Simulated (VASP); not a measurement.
# CrO2 (P4_2/mnm) in VASP: single point with PBE

Aim: the single point of CrO2 with PBE.

All numbers are computed with VASP 6.6.1; they aren't measurements. Logs are shortened: lines on timing, memory, paths and dates and some standing lists are left out, and cuts for length are marked.

## (1) The cell of the first run

The structure is tetragonal, space group P4_2/mnm (No. 136). Conventional cell: a = 4.444 Å, b = 4.444 Å, c = 2.922 Å, α = 90.00°, β = 90.00°, γ = 90.00°. Cr (site symmetry mmm) has 6 O at 1.91 Å within 2.5 Å. O (site symmetry m2m) has 3 Cr at 1.91 Å and 1 O at 2.47 Å within 2.5 Å.

## (2) Single point, PBE, collinear spin, antiferromagnetic start

Contents of INCAR:

```
SYSTEM = CrO2
ALGO = Normal
EDIFF = 1E-6
ENCUT = 520
GGA = PE
ISIF = 2
ISMEAR = 0
ISPIN = 2
LASPH = .TRUE.
LCHARG = .TRUE.
LELF = .TRUE.
LMAXMIX = 4
LORBIT = 11
LREAL = .FALSE.
LVHAR = .TRUE.
LWAVE = .FALSE.
MAGMOM = 2 -2 0 0 0 0
NBANDS = 37
NELM = 150
PREC = Accurate
SIGMA = 0.05
```

Contents of KPOINTS:

```
k-points
0
G
  6 6 10
  0 0 0
```

Contents of POSCAR:

```
CrO2
1.0
    4.4439090576      0.0000000000      0.0000000000
    0.0000000000      4.4439090576      0.0000000000
    0.0000000000      0.0000000000      2.9217460561
Cr O
2 4
Direct
    0.0000000000      0.0000000000      0.0000000000
    0.5000000000      0.5000000000      0.5000000000
    0.3036626104      0.3036626104      0.0000000000
    0.1963373896      0.8036626104      0.5000000000
    0.6963373896      0.6963373896      0.0000000000
    0.8036626104      0.1963373896      0.5000000000
```

Potentials or basis: VASP PAW PBE potentials, release 64 (Cr_pv, O).

The run is started by

```bash
cat potpaw_PBE.64/Cr_pv/POTCAR potpaw_PBE.64/O/POTCAR > POTCAR
mpirun -np 1 vasp_std > vasp.out
```

OUTCAR:

```text
SYSTEM = CrO2
   EDIFF = 1E-6
   ENCUT = 520
   GGA = PE
   ISIF = 2
   ISMEAR = 0
   ISPIN = 2
   LASPH = .TRUE.
   LORBIT = 11
   LREAL = .FALSE.
   NELM = 150
   PREC = Accurate

 ion  position               nearest neighbor table
   1  0.000  0.000  0.000-   3 1.91   5 1.91   4 1.91   6 1.91   4 1.91   6 1.91
   2  0.500  0.500  0.500-   4 1.91   6 1.91   5 1.91   3 1.91   3 1.91   5 1.91
   3  0.304  0.304  0.000-   1 1.91   2 1.91   2 1.91
   4  0.196  0.804  0.500-   2 1.91   1 1.91   1 1.91
   5  0.696  0.696  0.000-   1 1.91   2 1.91   2 1.91
   6  0.804  0.196  0.500-   2 1.91   1 1.91   1 1.91

  LATTYP: Found a simple tetragonal cell.
 ALAT       =     4.4439090576
 C/A-ratio  =     0.6574720630

  Lattice vectors:

 A1 = (   4.4439090576,   0.0000000000,   0.0000000000)
 A2 = (   0.0000000000,   4.4439090576,   0.0000000000)
 A3 = (   0.0000000000,   0.0000000000,   2.9217460561)

Analysis of symmetry for initial positions (statically):
=====================================================================
 Subroutine PRICEL returns:
 Original cell was already a primitive cell.

 Routine SETGRP: Setting up the symmetry group for a
 simple tetragonal supercell.

 Subroutine GETGRP returns: Found 16 space group operations
 (whereof  8 operations were pure point group operations)
 out of a pool of 16 trial point group operations.

The static configuration has the point symmetry D_2h.
 The point group associated with its full space group is D_4h.

Analysis of symmetry for dynamics (positions and initial velocities):
=====================================================================
 Subroutine PRICEL returns:
 Original cell was already a primitive cell.

 Routine SETGRP: Setting up the symmetry group for a
 simple tetragonal supercell.

 Subroutine GETGRP returns: Found 16 space group operations
 (whereof  8 operations were pure point group operations)
 out of a pool of 16 trial point group operations.

The dynamic configuration has the point symmetry D_2h.
 The point group associated with its full space group is D_4h.

Analysis of structural, dynamic, and magnetic symmetry:
=====================================================================
 Subroutine PRICEL returns:
 Original cell was already a primitive cell.

 Routine SETGRP: Setting up the symmetry group for a
 simple tetragonal supercell.

 Subroutine GETGRP returns: Found 16 space group operations
 (whereof  8 operations were pure point group operations)
 out of a pool of 16 trial point group operations.

The overall configuration has the point symmetry D_2h.
 The point group associated with its full space group is D_4h.

 Subroutine INISYM returns: Found 16 space group operations
 (whereof  8 operations are pure point group operations),
 and found     1 'primitive' translations

----------------------------------------------------------------------------------------

                                     Primitive cell

  volume of cell :      57.6996

  direct lattice vectors                    reciprocal lattice vectors
     4.443909058  0.000000000  0.000000000     0.225027107  0.000000000  0.000000000
     0.000000000  4.443909058  0.000000000     0.000000000  0.225027107  0.000000000
     0.000000000  0.000000000  2.921746056     0.000000000  0.000000000  0.342261093

  length of vectors
     4.443909058  4.443909058  2.921746056     0.225027107  0.225027107  0.342261093

  position of ions in fractional coordinates (direct lattice)
     0.000000000  0.000000000  0.000000000
     0.500000000  0.500000000  0.500000000
     0.303662610  0.303662610  0.000000000
     0.196337390  0.803662610  0.500000000
     0.696337390  0.696337390  0.000000000
     0.803662610  0.196337390  0.500000000

  ion indices of the primitive-cell ions
   primitive index   ion index
                 1           1
                 2           2
                 3           3
                 4           4
                 5           5
                 6           6
[... 23 lines left out ...]
 ===========================================

 Found     60 irreducible k-points:

 Following reciprocal coordinates:
            Coordinates               Weight
  0.000000  0.000000  0.000000      1.000000
  0.166667  0.000000  0.000000      4.000000
  0.333333  0.000000  0.000000      4.000000
  0.500000  0.000000  0.000000      2.000000
  0.166667  0.166667  0.000000      4.000000
  0.333333  0.166667  0.000000      8.000000
[... 16 lines left out ...]
  0.333333  0.000000  0.200000      8.000000
  0.500000  0.000000  0.200000      4.000000
 [... further k-points ...]
   k-points           NKPTS =     60   k-points in BZ     NKDIM =     60   number of bands    NBANDS=     37
   number of dos      NEDOS =    301   number of ions     NIONS =      6
   total plane-waves  NPLWV =  31104
   dimension x,y,z NGX =    36 NGY =   36 NGZ =   24
   dimension x,y,z NGXF=    72 NGYF=   72 NGZF=   48
   ions per type =               2   4
   NGX,Y,Z   is equivalent  to a cutoff of  13.47, 13.47, 13.66 a.u.
   NGXF,Y,Z  is equivalent  to a cutoff of  26.94, 26.94, 27.31 a.u.
 SYSTEM =  CrO2
   PREC   = accura    normal or accurate (medium, high low for compatibility)
   ISTART =      0    job   : 0-new  1-cont  2-samecut
   ICHARG =      2    charge: 1-file 2-atom 10-const
   ISPIN  =      2    spin polarized calculation?
   LNONCOLLINEAR =      F non collinear calculations
   LSORBIT =      F    spin-orbit coupling
   LASPH  =      T    aspherical Exc in radial PAW
   ENCUT  =  520.0 eV  38.22 Ry    6.18 a.u.   8.26  8.26  5.43*2*pi/ulx,y,z
   NELM   =    150;   NELMIN=  2; NELMDL= -5     # of ELM steps
   EDIFF  = 0.1E-05   stopping-criterion for ELM
   LREAL  =      F    real-space projection
[... 7 lines left out ...]
   TEBEG  =    0.0;   TEEND  =   0.0 temperature during run
   PSTRESS=    0.0 pullay stress
   NELECT =      48.0000    total number of electrons
   NUPDOWN=      -1.0000    fix difference up-down
   EMIN   =  10.00;   EMAX   =-10.00  energy-range for DOS
   EFERMI =   0.00;   METHOD = LEGACY
   ISMEAR =     0;   SIGMA  =   0.05  broadening in eV -4-tet -1-fermi 0-gaus
   EFERMI_NEDOS =   21; number of points for ismear=-14 and -15
   IALGO  =     38    algorithm
   IMIX   =      4    mixing-type and parameters
     AMIX     =   0.40;   BMIX     =  1.00
     AMIX_MAG =   1.60;   BMIX_MAG =  1.00
  volume/ion in A,a.u.               =       9.62        64.90
  Fermi-wavevector in a.u.,A,eV,Ry     =   1.539682  2.909577 32.254244  2.370620
  Thomas-Fermi vector in A             =   2.645875
   LORBIT       =     11    0 simple, 1 ext, 2 COOP (PROOUT), +10 PAW based schemes
   GGA     = PE    functional components
   LHFCALC =     F    Hartree Fock is set to
   AEXX    =    0.0000 exact exchange contribution
   IVDW    =     0    specifies the selected vdW correction
   LEPSILON=     F    determine dielectric tensor
   LRPA    =     F    only Hartree local field effects (RPA)
 spin polarized calculation
 Gauss-broadening in eV      SIGMA  =   0.05
  energy-cutoff  :      520.00
  volume of cell :       57.70
 maximum number of plane-waves:      1576
 NGX is ok and might be reduce to    36
   NGX = 17   NGY = 17   NGZ = 11

 number of electron      48.0000004 magnetization      -0.0000000

 number of electron      48.0000004 magnetization       0.0000000

 Free energy of the ion-electron system (eV)
  ---------------------------------------------------
  ext. energy  EPLUGINS =         0.00000000
  ---------------------------------------------------
  free energy    TOTEN  =       -50.03531654 eV

  energy without entropy =      -50.03149637  energy(sigma->0) =      -50.03340646

 E-fermi :   5.3539     XC(G=0): -11.8463

 val. band max:        5.3433429791   @ k =   0.1667   0.0000   0.4000
 cond. band min:       5.3704038333   @ k =   0.1667   0.1667   0.2000
 fundamental gap:      0.0270608542
 Fermi energy:         5.3539229881

 spin component 1

 k-point     1 :       0.0000    0.0000    0.0000
  band No.  band energies     occupation
      1     -39.1853      1.00000
      2     -39.0988      1.00000
      3     -39.0865      1.00000
      4     -37.5289      1.00000
      5     -37.1193      1.00000
      6     -36.9530      1.00000
[... 925 lines left out ...]
     35      16.2506      0.00000
     36      16.2523      0.00000

 [... further k-points ...]

 spin component 2

 k-point     1 :       0.0000    0.0000    0.0000
  band No.  band energies     occupation
      1     -39.1853      1.00000
      2     -39.0988      1.00000
      3     -39.0865      1.00000
      4     -37.5289      1.00000
      5     -37.1193      1.00000
      6     -36.9530      1.00000
[... 925 lines left out ...]
     35      16.2506      0.00000
     36      16.2523      0.00000

 [... further k-points ...]

 [bands above 36 left out]

------------------------ aborting loop because EDIFF is reached ----------------------------------------

  FORCE on cell =-STRESS in cart. coord.  units (eV):
  Direction    XX          YY          ZZ          XY          YZ          ZX
  --------------------------------------------------------------------------------------
  -------------------------------------------------------------------------------------
  Total        0.2712212      0.2712212     -0.9329984      0.0000000      0.0000000      0.0000000
  in kB        7.5311509      7.5311509    -25.9070925      0.0000000      0.0000000      0.0000000
  external PRESSURE =      -3.6149302 kB  Pullay stress =       0.0000000 kB

 VOLUME and BASIS-vectors are now :
 -----------------------------------------------------------------------------
  energy-cutoff  :      520.00
  volume of cell :       57.70
      direct lattice vectors                 reciprocal lattice vectors
     4.443909058  0.000000000  0.000000000     0.225027107  0.000000000  0.000000000
     0.000000000  4.443909058  0.000000000     0.000000000  0.225027107  0.000000000
     0.000000000  0.000000000  2.921746056     0.000000000  0.000000000  0.342261093

 POSITION                                       TOTAL-FORCE (eV/Angst)
 -----------------------------------------------------------------------------------
      0.00000      0.00000      0.00000        -0.000000      0.000000      0.000000
      2.22195      2.22195      1.46087        -0.000000      0.000000      0.000000
      1.34945      1.34945      0.00000         0.107895      0.107895     -0.000000
      0.87251      3.57140      1.46087        -0.107895      0.107895      0.000000
      3.09446      3.09446      0.00000        -0.107895     -0.107895      0.000000
      3.57140      0.87251      1.46087         0.107895     -0.107895      0.000000
 -----------------------------------------------------------------------------------
    total drift:                                0.000000      0.000000     -0.000000

  FREE ENERGIE OF THE ION-ELECTRON SYSTEM (eV)
  ---------------------------------------------------
  free  energy   TOTEN  =       -50.0353165387 eV

  energy  without entropy=      -50.0314963738  energy(sigma->0) =      -50.03340646

 total charge

# of ion       s       p       d       tot
------------------------------------------
    1        0.361   6.452   4.026  10.840
    2        0.361   6.452   4.026  10.840
    3        1.572   3.454   0.000   5.026
    4        1.572   3.454   0.000   5.026
    5        1.572   3.454   0.000   5.026
    6        1.572   3.454   0.000   5.026
--------------------------------------------------
tot          7.009  26.723   8.053  41.784

 magnetization (x)

# of ion       s       p       d       tot
------------------------------------------
    1        0.014   0.016   1.781   1.811
    2       -0.014  -0.016  -1.781  -1.811
    3        0.001   0.029   0.000   0.030
    4       -0.001  -0.029   0.000  -0.030
    5        0.001   0.029   0.000   0.030
    6       -0.001  -0.029   0.000  -0.030
--------------------------------------------------
tot          0.000   0.000  -0.000  -0.000
```

Wall time 2.7 min (1 thread of Intel Xeon Platinum 8559C (Emerald Rapids), shared host); peak memory 0.31 GiB.

Results:

- Free energy: -50.0353 eV
- Pressure: -0.4 GPa
- Largest force: 0.153 eV/Å
- Band gap on the k mesh: zero (filled and empty bands overlap)
- Net moment: 0.00 μB per cell
- Site moments: Cr +1.81, -1.81; O +0.03, -0.03 (each value once) μB
- Valence electrons inside the program's atomic spheres: Cr 10.84; O 5.03

Forces in eV/Å, atoms in the order of the input:
```
Cr   0.000  0.000  0.000
Cr   0.000  0.000  0.000
O    0.108  0.108  0.000
O   -0.108  0.108  0.000
O   -0.108 -0.108  0.000
O    0.108 -0.108  0.000
```

Levels at points of the mesh, in eV from the Fermi level:
Spin up:
```tsv
k point	band 22	band 23	band 24	band 25	band 26	band 27
(0.00, 0.00, 0.00)	-1.00	-0.77	-0.76	-0.08	0.93	1.12
(0.50, 0.00, 0.00)	-1.49	-0.53	-0.09	0.65	1.73	1.82
(0.50, 0.50, 0.00)	-1.93	-1.07	-0.74	0.82	1.13	1.13
(0.00, 0.00, 0.50)	-2.44	-0.45	0.22	0.96	1.68	2.17
(0.50, 0.00, 0.50)	-1.77	-0.56	-0.44	-0.25	1.91	2.09
(0.50, 0.50, 0.50)	-1.49	-0.44	-0.04	0.32	1.34	2.03
```
Spin down:
```
           k point  band 22  band 23  band 24  band 25  band 26  band 27
(0.00, 0.00, 0.00)    -1.00    -0.77    -0.76    -0.08     0.93     1.12
(0.50, 0.00, 0.00)    -1.49    -0.53    -0.09     0.65     1.73     1.82
(0.50, 0.50, 0.00)    -1.93    -1.07    -0.74     0.82     1.13     1.13
(0.00, 0.00, 0.50)    -2.44    -0.45     0.22     0.96     1.68     2.17
(0.50, 0.00, 0.50)    -1.77    -0.56    -0.44    -0.25     1.91     2.09
(0.50, 0.50, 0.50)    -1.49    -0.44    -0.04     0.32     1.34     2.03
```

Caveat: semilocal functionals often make such compounds metallic where correlation or magnetic order opens a gap, which also shifts bond lengths. With open d or f shells a metallic result of PBE can be an artefact of self-interaction; +U or a hybrid may open a gap.

The gap in the log of VASP goes by the Fermi energy; the results here count the filled bands.